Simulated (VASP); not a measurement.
# Au (Fd-3m) in VASP: notebook

Runs on Au. Level: PBEsol. Tasks: single point.

All numbers are computed with VASP 6.6.1; they aren't measurements. Logs are shortened: lines on timing, memory, paths and dates and some standing lists are left out, and cuts for length are marked.

## (1) The cell of the first run

The structure is cubic, space group Fd-3m (No. 227). The conventional cell has a = 5.681 Å, b = 5.681 Å, c = 5.681 Å, α = 90.00°, β = 90.00°, γ = 90.00°. Au (site symmetry -43m) has 4 Au at 2.46 Å within 3.2 Å.

## (2) Single point, PBEsol

File INCAR:

```
SYSTEM = Au
ALGO     = Normal         ! electronic algorithm
EDIFF    = 1E-6           ! SCF threshold, eV
ENCUT    = 520            ! plane-wave cutoff, eV
GGA      = PS             ! functional
ISIF     = 2              ! what is computed and relaxed
ISMEAR   = 0              ! smearing method
LASPH    = .TRUE.         ! aspherical terms in the spheres
LCHARG   = .FALSE.        ! write CHGCAR
LREAL    = .FALSE.        ! projectors in reciprocal space
LWAVE    = .FALSE.        ! write WAVECAR
NBANDS   = 18             ! bands
NELM     = 100            ! most SCF steps
PREC     = Accurate       ! precision mode
SIGMA    = 0.05           ! smearing width, eV
```

File KPOINTS:

```
k-points
0
G
  8 8 8
  0 0 0
```

File POSCAR:

```
Au
1.0
    0.0000000000      2.8403941593      2.8403941593
    2.8403941593      0.0000000000      2.8403941593
    2.8403941593      2.8403941593      0.0000000000
Au
2
Direct
    0.0000000000      0.0000000000      0.0000000000
    0.2500000000      0.2500000000      0.2500000000
```

Potentials or basis: VASP PAW PBE potentials, release 64 (Au).

The run is started by

```bash
$ cat potpaw_PBE.64/Au/POTCAR > POTCAR
$ mpirun -np 1 vasp_std > vasp.out
```

OUTCAR:

```text
SYSTEM = Au
   EDIFF = 1E-6
   ENCUT = 520
   GGA = PS
   ISIF = 2
   ISMEAR = 0
   LASPH = .TRUE.
   LREAL = .FALSE.
   NELM = 100
   PREC = Accurate

 ion  position               nearest neighbor table
   1  0.000  0.000  0.000-   2 2.46   2 2.46   2 2.46   2 2.46
   2  0.250  0.250  0.250-   1 2.46   1 2.46   1 2.46   1 2.46

  LATTYP: Found a face centered cubic cell.
 ALAT       =     5.6807883186

  Lattice vectors:

 A1 = (   0.0000000000,   2.8403941593,   2.8403941593)
 A2 = (   2.8403941593,   0.0000000000,   2.8403941593)
 A3 = (   2.8403941593,   2.8403941593,   0.0000000000)

Analysis of symmetry for initial positions (statically):
=====================================================================
 Subroutine PRICEL returns:
 Original cell was already a primitive cell.

 Routine SETGRP: Setting up the symmetry group for a
 face centered cubic supercell.

 Subroutine GETGRP returns: Found 48 space group operations
 (whereof 24 operations were pure point group operations)
 out of a pool of 48 trial point group operations.

The static configuration has the point symmetry T_d .
 The point group associated with its full space group is O_h .

Analysis of symmetry for dynamics (positions and initial velocities):
=====================================================================
 Subroutine PRICEL returns:
 Original cell was already a primitive cell.

 Routine SETGRP: Setting up the symmetry group for a
 face centered cubic supercell.

 Subroutine GETGRP returns: Found 48 space group operations
 (whereof 24 operations were pure point group operations)
 out of a pool of 48 trial point group operations.

The dynamic configuration has the point symmetry T_d .
 The point group associated with its full space group is O_h .

 Subroutine INISYM returns: Found 48 space group operations
 (whereof 24 operations are pure point group operations),
 and found     1 'primitive' translations

----------------------------------------------------------------------------------------

                                     Primitive cell

  volume of cell :      45.8317

  direct lattice vectors                    reciprocal lattice vectors
     0.000000000  2.840394159  2.840394159    -0.176031907  0.176031907  0.176031907
     2.840394159  0.000000000  2.840394159     0.176031907 -0.176031907  0.176031907
     2.840394159  2.840394159  0.000000000     0.176031907  0.176031907 -0.176031907

  length of vectors
     4.016923943  4.016923943  4.016923943     0.304896206  0.304896206  0.304896206

  position of ions in fractional coordinates (direct lattice)
     0.000000000  0.000000000  0.000000000
     0.250000000  0.250000000  0.250000000

  ion indices of the primitive-cell ions
   primitive index   ion index
                 1           1
                 2           2

----------------------------------------------------------------------------------------

 KPOINTS: k-points

Automatic generation of k-mesh.
 Grid dimensions read from file:
 generate k-points for:    8    8    8

 Generating k-lattice:

  Cartesian coordinates                     Fractional coordinates (reciprocal lattice)
    -0.022003988  0.022003988  0.022003988     0.125000000  0.000000000  0.000000000
     0.022003988 -0.022003988  0.022003988     0.000000000  0.125000000  0.000000000
     0.022003988  0.022003988 -0.022003988     0.000000000  0.000000000  0.125000000

  Length of vectors
     0.038112026  0.038112026  0.038112026

  Shift w.r.t. Gamma in fractional coordinates (k-lattice)
     0.000000000  0.000000000  0.000000000

 Subroutine IBZKPT returns following result:
 ===========================================

 Found     29 irreducible k-points:

 Following reciprocal coordinates:
            Coordinates               Weight
  0.000000  0.000000  0.000000      1.000000
  0.125000  0.000000  0.000000      8.000000
  0.250000  0.000000  0.000000      8.000000
  0.375000  0.000000  0.000000      8.000000
  0.500000  0.000000  0.000000      4.000000
  0.125000  0.125000  0.000000      6.000000
[... 16 lines left out ...]
  0.500000  0.250000  0.125000     48.000000
 -0.375000  0.250000  0.125000     24.000000
 [... further k-points ...]
   k-points           NKPTS =     29   k-points in BZ     NKDIM =     29   number of bands    NBANDS=     18
   number of dos      NEDOS =    301   number of ions     NIONS =      2
   total plane-waves  NPLWV =  27000
   dimension x,y,z NGX =    30 NGY =   30 NGZ =   30
   dimension x,y,z NGXF=    60 NGYF=   60 NGZF=   60
   ions per type =               2
   NGX,Y,Z   is equivalent  to a cutoff of  12.42, 12.42, 12.42 a.u.
   NGXF,Y,Z  is equivalent  to a cutoff of  24.83, 24.83, 24.83 a.u.
 SYSTEM =  Au
   PREC   = accura    normal or accurate (medium, high low for compatibility)
   ISTART =      0    job   : 0-new  1-cont  2-samecut
   ICHARG =      2    charge: 1-file 2-atom 10-const
   ISPIN  =      1    spin polarized calculation?
   LNONCOLLINEAR =      F non collinear calculations
   LSORBIT =      F    spin-orbit coupling
   LASPH  =      T    aspherical Exc in radial PAW
   ENCUT  =  520.0 eV  38.22 Ry    6.18 a.u.   7.47  7.47  7.47*2*pi/ulx,y,z
   NELM   =    100;   NELMIN=  2; NELMDL= -5     # of ELM steps
   EDIFF  = 0.1E-05   stopping-criterion for ELM
   LREAL  =      F    real-space projection
   EDIFFG = 0.1E-04   stopping-criterion for IOM
   NSW    =      0    number of steps for IOM
   IBRION =     -1    ionic relax: 0-MD 1-quasi-New 2-CG
   NFREE  =      0    steps in history (QN), initial steepest desc. (CG)
   ISIF   =      2    stress and relaxation
   ISYM   =      2    0-nonsym 1-usesym 2-fastsym
   POTIM  = 0.5000    time-step for ionic-motion
   TEBEG  =    0.0;   TEEND  =   0.0 temperature during run
   PSTRESS=    0.0 pullay stress
   NELECT =      22.0000    total number of electrons
   NUPDOWN=      -1.0000    fix difference up-down
   EMIN   =  10.00;   EMAX   =-10.00  energy-range for DOS
   EFERMI =   0.00;   METHOD = LEGACY
   ISMEAR =     0;   SIGMA  =   0.05  broadening in eV -4-tet -1-fermi 0-gaus
   EFERMI_NEDOS =   21; number of points for ismear=-14 and -15
   IALGO  =     38    algorithm
   IMIX   =      4    mixing-type and parameters
     AMIX     =   0.40;   BMIX     =  1.00
     AMIX_MAG =   1.60;   BMIX_MAG =  1.00
  volume/ion in A,a.u.               =      22.92       154.64
  Fermi-wavevector in a.u.,A,eV,Ry     =   1.281820  2.422289 22.355230  1.643063
  Thomas-Fermi vector in A             =   2.414168
   LORBIT       =      0    0 simple, 1 ext, 2 COOP (PROOUT), +10 PAW based schemes
   GGA     = PS    functional components
   LHFCALC =     F    Hartree Fock is set to
   AEXX    =    0.0000 exact exchange contribution
   IVDW    =     0    specifies the selected vdW correction
   LEPSILON=     F    determine dielectric tensor
   LRPA    =     F    only Hartree local field effects (RPA)
 non-spin polarized calculation
 Gauss-broadening in eV      SIGMA  =   0.05
  energy-cutoff  :      520.00
  volume of cell :       45.83
 maximum number of plane-waves:      1254
 NGX is ok and might be reduce to    30
   NGX = 15   NGY = 15   NGZ = 15

 number of electron      22.0000004 magnetization

 Free energy of the ion-electron system (eV)
  ---------------------------------------------------
  ext. energy  EPLUGINS =         0.00000000
  ---------------------------------------------------
  free energy    TOTEN  =        -5.53047850 eV

  energy without entropy =       -5.52965461  energy(sigma->0) =       -5.53006655

 E-fermi :   5.2282     XC(G=0): -10.8171

 val. band max:        4.9965932038   @ k =   0.5000   0.0000   0.0000
 cond. band min:       5.2404983263   @ k =  -0.3750   0.3750   0.0000
 fundamental gap:      0.2439051225
 Fermi energy:         5.2282305444

 k-point     1 :       0.0000    0.0000    0.0000
  band No.  band energies     occupation
      1      -2.4356      2.00000
      2      -0.1773      2.00000
      3      -0.1773      2.00000
      4      -0.0834      2.00000
      5      -0.0833      2.00000
      6      -0.0833      2.00000
[... 10 lines left out ...]
     17      17.3517      0.00000
     18      17.3517      0.00000

 k-point     2 :       0.1250    0.0000    0.0000
  band No.  band energies     occupation
      1      -2.2068      2.00000
      2      -0.3540      2.00000
      3      -0.3540      2.00000
      4      -0.1014      2.00000
      5       0.1624      2.00000
      6       0.1624      2.00000
[... 10 lines left out ...]
     17      17.9740      0.00000
     18      18.3280      0.00000

 k-point     3 :       0.2500    0.0000    0.0000
  band No.  band energies     occupation
      1      -1.6107      2.00000
      2      -0.4224      2.00000
      3      -0.4224      2.00000
      4      -0.1402      2.00000
      5       0.3416      2.00000
      6       0.3416      2.00000
[... 10 lines left out ...]
     17      18.2454      0.00000
     18      18.2454      0.00000

 k-point     4 :       0.3750    0.0000    0.0000
  band No.  band energies     occupation
      1      -0.9757      2.00000
      2      -0.3428      2.00000
      3      -0.3428      2.00000
      4      -0.1898      2.00000
      5       0.2782      2.00000
      6       0.2782      2.00000
[... 375 lines left out ...]
      4      -0.1111      2.00000
      5       0.2963      2.00000
      6       0.8389      2.00000
[... 10 lines left out ...]
     17      18.4704      0.00000
     18      20.0352      0.00000

 k-point    23 :       0.5000    0.2500    0.1250
  band No.  band energies     occupation
      1      -0.6823      2.00000
      2      -0.6242      2.00000
      3      -0.4177      2.00000
      4      -0.0649      2.00000
      5       0.3926      2.00000
      6       0.8828      2.00000
[... 10 lines left out ...]
     17      18.3407      0.00000
     18      20.3660      0.00000

 k-point    24 :      -0.3750    0.2500    0.1250
  band No.  band energies     occupation
      1      -0.6860      2.00000
      2      -0.5468      2.00000
      3      -0.3169      2.00000
      4      -0.0938      2.00000
      5       0.5235      2.00000
      6       0.7448      2.00000
[... 10 lines left out ...]
     17      20.1861      0.00000
     18      20.7228      0.00000

 [... further k-points ...]

------------------------ aborting loop because EDIFF is reached ----------------------------------------

  FORCE on cell =-STRESS in cart. coord.  units (eV):
  Direction    XX          YY          ZZ          XY          YZ          ZX
  --------------------------------------------------------------------------------------
  -------------------------------------------------------------------------------------
  Total        5.6552319      5.6552319      5.6552319      0.0000000      0.0000000     -0.0000000
  in kB      197.6947651    197.6947651    197.6947651      0.0000000      0.0000000     -0.0000000
  external PRESSURE =     197.6947651 kB  Pullay stress =       0.0000000 kB

 VOLUME and BASIS-vectors are now :
 -----------------------------------------------------------------------------
  energy-cutoff  :      520.00
  volume of cell :       45.83
      direct lattice vectors                 reciprocal lattice vectors
     0.000000000  2.840394159  2.840394159    -0.176031907  0.176031907  0.176031907
     2.840394159  0.000000000  2.840394159     0.176031907 -0.176031907  0.176031907
     2.840394159  2.840394159  0.000000000     0.176031907  0.176031907 -0.176031907

 POSITION                                       TOTAL-FORCE (eV/Angst)
 -----------------------------------------------------------------------------------
      0.00000      0.00000      0.00000         0.000000     -0.000000     -0.000000
      1.42020      1.42020      1.42020        -0.000000      0.000000      0.000000
 -----------------------------------------------------------------------------------
    total drift:                                0.000000     -0.000000      0.000000

  FREE ENERGIE OF THE ION-ELECTRON SYSTEM (eV)
  ---------------------------------------------------
  free  energy   TOTEN  =        -5.5304785031 eV

  energy  without entropy=       -5.5296546062  energy(sigma->0) =       -5.53006655
```

Wall time 19 s (1 thread of Intel Xeon 6975P-C, shared host); peak memory 0.17 GiB.

Results:

```
Free energy            : -5.5305 eV
Pressure               : 19.8 GPa
Band gap on the k mesh : zero (band 11 reaches 5.63 eV, above the bottom of band 12 at 4.96 eV)
```

Caveat: the PAW data sets were made with another functional, which shifts forces and pressure a little; spin-orbit coupling is left out, which moves the levels of the heavy elements.

## (3) Single point, PBEsol

This run uses another cell than the first one, of 24.54 Å³/atom, 1.071 times its volume.

File INCAR:

```
PREC     = Accurate       # precision mode
ENCUT    = 520            # plane-wave cutoff, eV
EDIFF    = 1E-6           # SCF threshold, eV
ISMEAR   = 0              # smearing method
SIGMA    = 0.05           # smearing width, eV
LREAL    = False          # projectors in reciprocal space
LASPH    = True           # aspherical terms in the spheres
NELM     = 80             # most SCF steps
ALGO     = Normal         # electronic algorithm
ISIF     = 2              # what is computed and relaxed
LWAVE    = False          # write WAVECAR
LCHARG   = True           # write CHGCAR
GGA      = PS             # functional
LELF     = True           # ELF
LVHAR    = True         
NBANDS   = 18             # bands
```

File KPOINTS:

```
regular mesh
0
Gamma
  8 8 8
```

File POSCAR:

```
Au
1.0
    0.0000000000      2.9059004304      2.9059004304
    2.9059004304      0.0000000000      2.9059004304
    2.9059004304      2.9059004304      0.0000000000
Au
2
Direct
    0.0000000000      0.0000000000      0.0000000000
    0.2500000000      0.2500000000      0.2500000000
```

Potentials or basis: VASP PAW PBE potentials, release 64 (Au).

The run is started by

```bash
$ cat potpaw_PBE.64/Au/POTCAR > POTCAR
$ mpirun -np 1 vasp_std > vasp.out
```

Run time: 16 s. Hardware: 1 thread of Intel Xeon 6975P-C, shared host; peak memory 0.18 GiB.

The run converged. Its results:

* Free energy: -5.8253 eV
* Pressure: 9.8 GPa
* Band gap on the k mesh: zero (band 11 reaches 4.75 eV, above the bottom of band 12 at 4.10 eV)

Levels at points of the mesh, in eV from the Fermi level:
| k point | band 9 | band 10 | band 11 | band 12 | band 13 | band 14 |
| --- | --- | --- | --- | --- | --- | --- |
| (0.00, 0.00, 0.00) | -2.64 | -1.24 | -1.24 | 9.75 | 10.18 | 10.69 |
| (0.50, 0.00, 0.00) | -1.48 | -1.47 | -1.47 | -0.27 | 7.32 | 7.32 |
| (0.50, 0.50, 0.00) | -1.25 | -1.25 | 0.36 | 0.36 | 3.63 | 3.63 |

Caveat: the PAW data sets were made with another functional, which shifts forces and pressure a little; spin-orbit coupling is left out, which moves the levels of the heavy elements.
